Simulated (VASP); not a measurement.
Wanted: the native input for a VASP 6.6.1 run.

* Task: single point
* Functional: PBE
* Potentials or basis: VASP PAW PBE potentials, release 64 (H, Si, C, O)
* Cutoff: 520 eV
* k mesh: 2 × 2 × 1
* Occupations: gaussian, width 0.05 eV
* Spin: no spin polarisation
* Dipole correction: no
* Further INCAR settings: LREAL = Auto; ALGO = Normal; EDIFF = 1e-06; NBANDS = 56

The structure of Si16H4CO lies in POSCAR:

```
Si16H4CO
1.0
    7.6791800000      0.0000000000      0.0000000000
    3.8395900000      6.6503650000      0.0000000000
    0.0000000000      0.0000000000     16.4187650000
H Si C O
4 16 1 1
Direct
    0.1666667000      0.1666667000      0.0609059000
    0.6666667000      0.1666667000      0.0609059000
    0.1666667000      0.6666667000      0.0609059000
    0.6666667000      0.6666667000      0.0609059000
    0.1666667000      0.1666667000      0.1522648000
    0.6666667000      0.1666667000      0.1522648000
    0.1666667000      0.6666667000      0.1522648000
    0.6666667000      0.6666667000      0.1522648000
   -0.1706614882      0.3351608392      0.2078189384
    0.3387048243      0.3222026469      0.2059578006
   -0.1663675004      0.8348740275      0.1977001146
    0.3331446898      0.8342977289      0.1890591910
   -0.1973711473      0.3771686342      0.3590990037
    0.2555416729      0.4412328241      0.3593385983
   -0.1815551211      0.8704596352      0.3393436478
    0.3169218147      0.9002727905      0.3243485606
    0.0077351558      0.0165511921      0.3875187473
    0.4664056730      0.1026024150      0.3390483016
   -0.0619107876      0.5679039144      0.4176289624
    0.4426400694      0.5973036693      0.3958583447
    0.2063873881      0.8149359014      0.4789238310
    0.2081101265      0.8370107849      0.5499886444
```

These files were run (other wordings do the same):

INCAR

```
PREC     = Accurate       # precision mode
ENCUT    = 520            # plane-wave cutoff, eV
EDIFF    = 1E-6           # SCF threshold, eV
ISMEAR   = 0              # smearing method
SIGMA    = 0.05           # smearing width, eV
LREAL    = Auto         
LASPH    = T              # aspherical terms in the spheres
NELM     = 100            # most SCF steps
ALGO     = Normal         # electronic algorithm
ISIF     = 2              # what is computed and relaxed
LWAVE    = F              # write WAVECAR
LCHARG   = F              # write CHGCAR
GGA      = PE             # functional
NBANDS   = 56             # bands
```

KPOINTS

```
regular mesh
0
Gamma
  2 2 1
```

Potentials or basis: VASP PAW PBE potentials, release 64 (H, Si, C, O).

Command:

```bash
$ cat potpaw_PBE.64/H/POTCAR potpaw_PBE.64/Si/POTCAR potpaw_PBE.64/C/POTCAR potpaw_PBE.64/O/POTCAR > POTCAR
$ mpirun -np 1 vasp_std > vasp.out
```

It gave:

```
Largest force          : 0.704 eV/Å
Band gap on the k mesh : 0.87 eV (least direct gap 0.87 eV)
```

Caveat: the k points lie up to 0.47 Å⁻¹ apart.

Run time: 10 min on 1 thread of Intel(R) Xeon(R) Platinum 8259CL CPU @ 2.50GHz (Skylake/Cascade Lake) (shared host), peak memory 0.92 GiB.
